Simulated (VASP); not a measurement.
Input of a VASP 6.6.1 run:

File INCAR:

```
PREC = Accurate
ENCUT = 520
EDIFF = 1E-6
ISMEAR = -1
SIGMA = 0.02
LREAL = F
LASPH = T
NELM = 100
ALGO = Normal
ISIF = 2
LWAVE = F
LCHARG = F
GGA = PE
NBANDS = 25
```

File KPOINTS:

```
regular mesh
0
Gamma
  10 10 10
```

POSCAR

```
CO2
1.0
   -1.9022282532      1.9022282532      2.8875102868
    1.9022282532     -1.9022282532      2.8875102868
    1.9022282532      1.9022282532     -2.8875102868
C O
2 4
Direct
    0.0000000000      0.0000000000      0.0000000000
    0.7500000000      0.2500000000      0.5000000000
    0.3750000000      0.3043005097      0.4293005097
    0.6956994903      0.1250000000      0.0706994903
    0.8750000000      0.9456994903      0.5706994903
    0.0543005097      0.6250000000      0.9293005097
```

Potentials or basis: VASP PAW PBE potentials, release 64 (C, O).

The run is started by

```bash
$ cat potpaw_PBE.64/C/POTCAR potpaw_PBE.64/O/POTCAR > POTCAR
$ mpirun -np 1 vasp_std > vasp.out
```

What does it give for the pressure?

25.8 GPa.

What does it give for the largest force?

0.391 eV/Å.

Predict the band gap on the k mesh.

7.74 eV (least direct gap 8.02 eV).

Stress tensor (GPa, compression positive):
```
24.77  0.00  0.00
 0.00 24.77  0.00
 0.00  0.00 27.89
```

Caveat: the cell differs from its parent crystal (strain -2.7%); the cell stands under pressure. A k mesh can miss the band edges.
